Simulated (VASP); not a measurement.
# SnTe (F-43m) in VASP: single point with PBE-based screened hybrid with 30 % exact exchange

Aim: the single point of SnTe with PBE-based screened hybrid with 30 % exact exchange.

Program: VASP 6.6.1. These are calculated values, not measurements. Logs are shortened: lines on timing, memory, paths and dates and some standing lists are left out, and cuts for length are marked.

### 1 The cell of the first run

Symmetry: F-43m, No. 216, cubic system. The conventional cell has a = 7.168 Å, b = 7.168 Å, c = 7.168 Å, α = 90.00°, β = 90.00°, γ = 90.00°. Sn (site symmetry -43m) has 4 Te at 3.10 Å within 4.1 Å. Within 4.1 Å of Te (site symmetry -43m) lie 4 Sn at 3.10 Å.

### 2 Single point, PBE-based screened hybrid with 30 % exact exchange

Contents of POSCAR:

```
SnTe
1.0
    0.0000000000      3.5839840137      3.5839840137
    3.5839840137      0.0000000000      3.5839840137
    3.5839840137      3.5839840137      0.0000000000
Sn Te
1 1
Direct
    0.0000000000      0.0000000000      0.0000000000
    0.2500000000      0.2500000000      0.2500000000
```

Contents of INCAR.step1:

```
  ALGO = Normal
  EDIFF = 1E-5
  ENCUT = 520
  GGA = PE
  ISIF = 2
  ISMEAR = -1
  LASPH = True
  LREAL = False
  LWAVE = True
  NBANDS = 17
  NELM = 60
  PREC = Accurate
  SIGMA = 0.02
```

Contents of INCAR.step2:

```
  AEXX = 0.3
  ALGO = Normal
  EDIFF = 1E-6
  ENCUT = 520
  GGA = PE
  HFSCREEN = 0.3
  ISIF = 2
  ISMEAR = -1
  ISTART = 1
  LASPH = True
  LCHARG = True
  LELF = True
  LHFCALC = True
  LREAL = False
  LVHAR = True
  LWAVE = False
  NBANDS = 17
  NELM = 60
  PREC = Accurate
  PRECFOCK = Normal
  SIGMA = 0.02
```

Contents of KPOINTS:

```
k-points
0
Gamma
  4 4 4
```

Potentials or basis: VASP PAW PBE potentials, release 64 (Sn_d, Te).

The run is started by

```bash
cat potpaw_PBE.64/Sn_d/POTCAR potpaw_PBE.64/Te/POTCAR > POTCAR
cp INCAR.step1 INCAR
mpirun -np 1 vasp_std > vasp.out
cp INCAR.step2 INCAR
mpirun -np 1 vasp_std > vasp.out
```

OUTCAR:

```text
AEXX = 0.3
   EDIFF = 1E-6
   ENCUT = 520
   GGA = PE
   HFSCREEN = 0.3
   ISIF = 2
   ISMEAR = -1
   ISTART = 1
   LASPH = True
   LHFCALC = True
   LREAL = False
   NELM = 60
   PREC = Accurate
   PRECFOCK = Normal

 ion  position               nearest neighbor table
   1  0.000  0.000  0.000-   2 3.10   2 3.10   2 3.10   2 3.10
   2  0.250  0.250  0.250-   1 3.10   1 3.10   1 3.10   1 3.10

  LATTYP: Found a face centered cubic cell.
 ALAT       =     7.1679680274

  Lattice vectors:

 A1 = (   0.0000000000,   3.5839840137,   3.5839840137)
 A2 = (   3.5839840137,   0.0000000000,   3.5839840137)
 A3 = (   3.5839840137,   3.5839840137,   0.0000000000)

Analysis of symmetry for initial positions (statically):
=====================================================================
 Subroutine PRICEL returns:
 Original cell was already a primitive cell.

 Routine SETGRP: Setting up the symmetry group for a
 face centered cubic supercell.

 Subroutine GETGRP returns: Found 24 space group operations
 (whereof 24 operations were pure point group operations)
 out of a pool of 48 trial point group operations.

The static configuration has the point symmetry T_d .

Analysis of symmetry for dynamics (positions and initial velocities):
=====================================================================
 Subroutine PRICEL returns:
 Original cell was already a primitive cell.

 Routine SETGRP: Setting up the symmetry group for a
 face centered cubic supercell.

 Subroutine GETGRP returns: Found 24 space group operations
 (whereof 24 operations were pure point group operations)
 out of a pool of 48 trial point group operations.

The dynamic configuration has the point symmetry T_d .

 Subroutine INISYM returns: Found 24 space group operations
 (whereof 24 operations are pure point group operations),
 and found     1 'primitive' translations

----------------------------------------------------------------------------------------

                                     Primitive cell

  volume of cell :      92.0721

  direct lattice vectors                    reciprocal lattice vectors
     0.000000000  3.583984014  3.583984014    -0.139509551  0.139509551  0.139509551
     3.583984014  0.000000000  3.583984014     0.139509551 -0.139509551  0.139509551
     3.583984014  3.583984014  0.000000000     0.139509551  0.139509551 -0.139509551

  length of vectors
     5.068518800  5.068518800  5.068518800     0.241637630  0.241637630  0.241637630

  position of ions in fractional coordinates (direct lattice)
     0.000000000  0.000000000  0.000000000
     0.250000000  0.250000000  0.250000000

  ion indices of the primitive-cell ions
   primitive index   ion index
                 1           1
                 2           2

----------------------------------------------------------------------------------------

 KPOINTS: k-points

Automatic generation of k-mesh.
 Grid dimensions read from file:
 generate k-points for:    4    4    4

 Generating k-lattice:

  Cartesian coordinates                     Fractional coordinates (reciprocal lattice)
    -0.034877388  0.034877388  0.034877388     0.250000000  0.000000000  0.000000000
     0.034877388 -0.034877388  0.034877388     0.000000000  0.250000000  0.000000000
     0.034877388  0.034877388 -0.034877388     0.000000000  0.000000000  0.250000000

  Length of vectors
     0.060409408  0.060409408  0.060409408

  Shift w.r.t. Gamma in fractional coordinates (k-lattice)
     0.000000000  0.000000000  0.000000000

 Subroutine IBZKPT returns following result:
 ===========================================

 Found      8 irreducible k-points:

 Following reciprocal coordinates:
            Coordinates               Weight
  0.000000  0.000000  0.000000      1.000000
  0.250000  0.000000  0.000000      8.000000
  0.500000  0.000000  0.000000      4.000000
  0.250000  0.250000  0.000000      6.000000
  0.500000  0.250000  0.000000     24.000000
 -0.250000  0.250000  0.000000     12.000000
  0.500000  0.500000  0.000000      3.000000
 -0.250000  0.500000  0.250000      6.000000
   k-points           NKPTS =      8   k-points in BZ     NKDIM =     64   number of bands    NBANDS=     17
   number of dos      NEDOS =    301   number of ions     NIONS =      2
   total plane-waves  NPLWV =  64000
   dimension x,y,z NGX =    40 NGY =   40 NGZ =   40
   dimension x,y,z NGXF=    80 NGYF=   80 NGZF=   80
   ions per type =               1   1
   NGX,Y,Z   is equivalent  to a cutoff of  13.12, 13.12, 13.12 a.u.
   NGXF,Y,Z  is equivalent  to a cutoff of  26.24, 26.24, 26.24 a.u.
 SYSTEM =  unknown system
   PREC   = accura    normal or accurate (medium, high low for compatibility)
   ISTART =      1    job   : 0-new  1-cont  2-samecut
   ICHARG =      0    charge: 1-file 2-atom 10-const
   ISPIN  =      1    spin polarized calculation?
   LNONCOLLINEAR =      F non collinear calculations
   LSORBIT =      F    spin-orbit coupling
   LASPH  =      T    aspherical Exc in radial PAW
   ENCUT  =  520.0 eV  38.22 Ry    6.18 a.u.   9.42  9.42  9.42*2*pi/ulx,y,z
   NELM   =     60;   NELMIN=  2; NELMDL=  0     # of ELM steps
   EDIFF  = 0.1E-05   stopping-criterion for ELM
   LREAL  =      F    real-space projection
   EDIFFG = 0.1E-04   stopping-criterion for IOM
   NSW    =      0    number of steps for IOM
   IBRION =     -1    ionic relax: 0-MD 1-quasi-New 2-CG
   NFREE  =      0    steps in history (QN), initial steepest desc. (CG)
   ISIF   =      2    stress and relaxation
   ISYM   =      3    0-nonsym 1-usesym 2-fastsym
   POTIM  = 0.5000    time-step for ionic-motion
   TEBEG  =    0.0;   TEEND  =   0.0 temperature during run
   PSTRESS=    0.0 pullay stress
   NELECT =      20.0000    total number of electrons
   NUPDOWN=      -1.0000    fix difference up-down
   EMIN   =  10.00;   EMAX   =-10.00  energy-range for DOS
   EFERMI =   0.00;   METHOD = LEGACY
   ISMEAR =    -1;   SIGMA  =   0.02  broadening in eV -4-tet -1-fermi 0-gaus
   EFERMI_NEDOS =   21; number of points for ismear=-14 and -15
   IALGO  =     38    algorithm
   IMIX   =      1    mixing-type and parameters
     AMIX     =   0.40;   BMIX     =  1.00
     AMIX_MAG =   1.60;   BMIX_MAG =  1.00
  volume/ion in A,a.u.               =      46.04       310.67
  Fermi-wavevector in a.u.,A,eV,Ry     =   0.984107  1.859692 13.176774  0.968466
  Thomas-Fermi vector in A             =   2.115314
   LORBIT       =      0    0 simple, 1 ext, 2 COOP (PROOUT), +10 PAW based schemes
   GGA     = PE    functional components
   LHFCALC =     T    Hartree Fock is set to
   PRECFOCK=normal    Normal, Fast or Accurate (Low or Medium for compatibility)
   ENCUT4O =  -1.0   cutoff for four orbital integrals eV
   NKREDX  =     1    reduce k-point grid by
   NKREDY  =     1    reduce k-point grid by
   NKREDZ  =     1    reduce k-point grid by
   AEXX    =    0.3000 exact exchange contribution
   HFSCREEN=    0.3000 screening length (either q_TF or 0.3 A-1)
   HFSCREENC=   0.3000 screening length for correlation (either q_TF or 0.3 A-1)
   ENCUTFOCK=  -1.0 apply spherical cutoff to Coloumb kernel
   IVDW    =     0    specifies the selected vdW correction
   LEPSILON=     F    determine dielectric tensor
   LRPA    =     F    only Hartree local field effects (RPA)
 non-spin polarized calculation
  energy-cutoff  :      520.00
  volume of cell :       92.07
 maximum number of plane-waves:      2493
 NGX is ok and might be reduce to    40
  NGX = 30; NGY = 30; NGZ = 30

 number of electron      20.0000006 magnetization

 Free energy of the ion-electron system (eV)
  ---------------------------------------------------
  ext. energy  EPLUGINS =         0.00000000
  ---------------------------------------------------
  free energy    TOTEN  =        -8.39846592 eV

  energy without entropy =       -8.39834196  energy(sigma->0) =       -8.39840394

 E-fermi :   3.3887     XC(G=0):  -6.2821

 val. band max:        3.2687789936   @ k =  -0.2500   0.5000   0.2500
 cond. band min:       3.4946522891   @ k =   0.5000   0.5000   0.0000
 fundamental gap:      0.2258732955
 Fermi energy:         3.3886720342

 k-point     1 :       0.0000    0.0000    0.0000
  band No.  band energies     occupation
      1     -21.2105      2.00000
      2     -21.2105      2.00000
      3     -21.2105      2.00000
      4     -21.1975      2.00000
      5     -21.1975      2.00000
      6      -9.7585      2.00000
      7      -2.3156      2.00000
      8       0.8885      2.00000
      9       0.8885      2.00000
     10       0.8885      2.00000
     11       4.4956      0.00000
     12       4.4956      0.00000
     13       4.4956      0.00000
     14       7.6488      0.00000
     15      10.1528      0.00000
     16      10.1528      0.00000
     17      11.3213      0.00000

 k-point     2 :       0.2500    0.0000    0.0000
  band No.  band energies     occupation
      1     -21.2110      2.00000
      2     -21.2096      2.00000
      3     -21.2096      2.00000
      4     -21.1975      2.00000
      5     -21.1975      2.00000
      6      -9.4687      2.00000
      7      -3.5766      2.00000
      8       0.5607      2.00000
      9       0.5607      2.00000
     10       1.1355      2.00000
     11       5.0370      0.00000
     12       5.0370      0.00000
     13       5.2715      0.00000
     14       9.0089      0.00000
     15       9.5182      0.00000
     16       9.5182      0.00000
     17      10.8594      0.00000

 k-point     3 :       0.5000    0.0000    0.0000
  band No.  band energies     occupation
      1     -21.2115      2.00000
      2     -21.2088      2.00000
      3     -21.2087      2.00000
      4     -21.1974      2.00000
      5     -21.1974      2.00000
      6      -9.1032      2.00000
      7      -4.6063      2.00000
      8       0.3016      2.00000
      9       0.3016      2.00000
     10       0.9848      2.00000
     11       5.3616      0.00000
     12       5.3616      0.00000
     13       7.1734      0.00000
     14       9.2413      0.00000
     15      10.0898      0.00000
     16      10.6966      0.00000
     17      10.6966      0.00000

 k-point     4 :       0.2500    0.2500    0.0000
  band No.  band energies     occupation
      1     -21.2124      2.00000
      2     -21.2086      2.00000
      3     -21.2086      2.00000
      4     -21.1981      2.00000
      5     -21.1970      2.00000
      6      -9.3650      2.00000
      7      -3.8331      2.00000
      8       0.1054      2.00000
      9       0.1054      2.00000
     10       2.1528      2.00000
     11       3.7634      0.00000
     12       5.9970      0.00000
     13       5.9970      0.00000
     14       8.0880      0.00000
     15       9.9148      0.00000
     16      10.8050      0.00000
     17      12.6526      0.00000

 k-point     5 :       0.5000    0.2500    0.0000
  band No.  band energies     occupation
      1     -21.2127      2.00000
      2     -21.2078      2.00000
      3     -21.2077      2.00000
      4     -21.1980      2.00000
      5     -21.1970      2.00000
      6      -8.9793      2.00000
      7      -4.7560      2.00000
      8      -0.6395      2.00000
      9      -0.1058      2.00000
     10       2.4883      2.00000
     11       4.5999      0.00000
     12       6.4665      0.00000
     13       6.4749      0.00000
     14       8.9975      0.00000
     15      10.2670      0.00000
     16      10.9487      0.00000
     17      11.8062      0.00000

 k-point     6 :      -0.2500    0.2500    0.0000
  band No.  band energies     occupation
      1     -21.2118      2.00000
      2     -21.2086      2.00000
      3     -21.2084      2.00000
      4     -21.1976      2.00000
      5     -21.1975      2.00000
      6      -9.1157      2.00000
      7      -4.4720      2.00000
      8      -0.6480      2.00000
      9       0.2819      2.00000
     10       2.2348      2.00000
     11       5.3399      0.00000
     12       5.6450      0.00000
     13       5.9496      0.00000
     14       9.1348      0.00000
     15       9.3964      0.00000
     16      10.6691      0.00000
     17      11.8827      0.00000

 k-point     7 :       0.5000    0.5000    0.0000
  band No.  band energies     occupation
      1     -21.2141      2.00000
      2     -21.2067      2.00000
      3     -21.2067      2.00000
      4     -21.1987      2.00000
      5     -21.1966      2.00000
      6      -8.8343      2.00000
      7      -5.0325      2.00000
      8      -0.4318      2.00000
      9      -0.4318      2.00000
     10       2.4512      2.00000
     11       3.4947      0.00994
     12       7.7544      0.00000
     13       7.7544      0.00000
     14       9.1128      0.00000
     15      10.1676      0.00000
     16      11.9976      0.00000
     17      11.9976      0.00000

 k-point     8 :      -0.2500    0.5000    0.2500
  band No.  band energies     occupation
      1     -21.2129      2.00000
      2     -21.2080      2.00000
      3     -21.2068      2.00000
      4     -21.1981      2.00000
      5     -21.1971      2.00000
      6      -8.8302      2.00000
      7      -5.0058      2.00000
      8      -0.7340      2.00000
      9      -0.6108      2.00000
     10       3.2688      1.99503
     11       4.9108      0.00000
     12       5.7624      0.00000
     13       6.7587      0.00000
     14       9.0762      0.00000
     15      10.1215      0.00000
     16      11.6979      0.00000
     17      11.7164      0.00000

------------------------ aborting loop because EDIFF is reached ----------------------------------------

  FORCE on cell =-STRESS in cart. coord.  units (eV):
  Direction    XX          YY          ZZ          XY          YZ          ZX
  --------------------------------------------------------------------------------------
  -------------------------------------------------------------------------------------
  Total       -0.1277074     -0.1277074     -0.1277074      0.0000000      0.0000000      0.0000000
  in kB       -2.2222782     -2.2222782     -2.2222782      0.0000000      0.0000000      0.0000000
  external PRESSURE =      -2.2222782 kB  Pullay stress =       0.0000000 kB

 VOLUME and BASIS-vectors are now :
 -----------------------------------------------------------------------------
  energy-cutoff  :      520.00
  volume of cell :       92.07
      direct lattice vectors                 reciprocal lattice vectors
     0.000000000  3.583984014  3.583984014    -0.139509551  0.139509551  0.139509551
     3.583984014  0.000000000  3.583984014     0.139509551 -0.139509551  0.139509551
     3.583984014  3.583984014  0.000000000     0.139509551  0.139509551 -0.139509551

 POSITION                                       TOTAL-FORCE (eV/Angst)
 -----------------------------------------------------------------------------------
      0.00000      0.00000      0.00000        -0.000000     -0.000000      0.000000
      1.79199      1.79199      1.79199         0.000000      0.000000     -0.000000
 -----------------------------------------------------------------------------------
    total drift:                               -0.000022     -0.000022     -0.000009

  FREE ENERGIE OF THE ION-ELECTRON SYSTEM (eV)
  ---------------------------------------------------
  free  energy   TOTEN  =        -8.3984659219 eV

  energy  without entropy=       -8.3983419640  energy(sigma->0) =       -8.39840394
```

Wall time 27 min (1 thread of Intel Xeon 8259CL, shared host); peak memory 0.36 GiB.

Results:

| Item | Value |
| --- | --- |
| Free energy | -8.3985 eV |
| Pressure | -0.2 GPa |
| Band gap on the k mesh | 0.23 eV (least direct gap 1.04 eV) |

Levels at points of the mesh, in eV from the valence-band top:
```tsv
k point	band 7	band 8	band 9	band 10	band 11	band 12	band 13	band 14
(0.00, 0.00, 0.00)	-5.58	-2.38	-2.38	-2.38	1.23	1.23	1.23	4.38
(0.50, 0.00, 0.00)	-7.88	-2.97	-2.97	-2.28	2.09	2.09	3.90	5.97
(0.50, 0.50, 0.00)	-8.30	-3.70	-3.70	-0.82	0.23	4.49	4.49	5.84
```

Caveat: the PAW data sets were made with another functional, which shifts forces and pressure a little; spin-orbit coupling is left out, which moves the levels of the heavy elements.
